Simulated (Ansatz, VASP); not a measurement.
Pb in VASP and in Ansatz

```
CELL_PARAMETERS angstrom
0.00000 2.52069 2.52069
2.52069 0.00000 2.52069
2.52069 2.52069 0.00000
ATOMIC_POSITIONS crystal
Pb 0.00000 0.00000 0.00000
```

Alike in both runs: functional PBE; k mesh 14 × 14 × 14; occupations gaussian, width 0.1 eV; no spin polarisation.

Ansatz relaxed the structure, and its values are those at the end. VASP's run is a single point on that final structure, the one shown.

|  | VASP | Ansatz |
| --- | --- | --- |
| version | VASP 6.6.1 | Ansatz 0.2.0 |
| potentials or method | VASP PAW PBE potentials, release 64 (Pb_d), cutoff 520 eV | scalar-relativistic, plane waves, PAW |
| valence electrons in the cell | 14 | 14 |

```csv
,VASP,Ansatz,Ansatz less VASP
gap on the k mesh at the Fermi level (eV),none,none,-
pressure (GPa),-0.1,0.0,+0.06
```

A gap of «none» marks a metal or a gap that the smearing closes.

Neither program's run includes spin-orbit coupling.
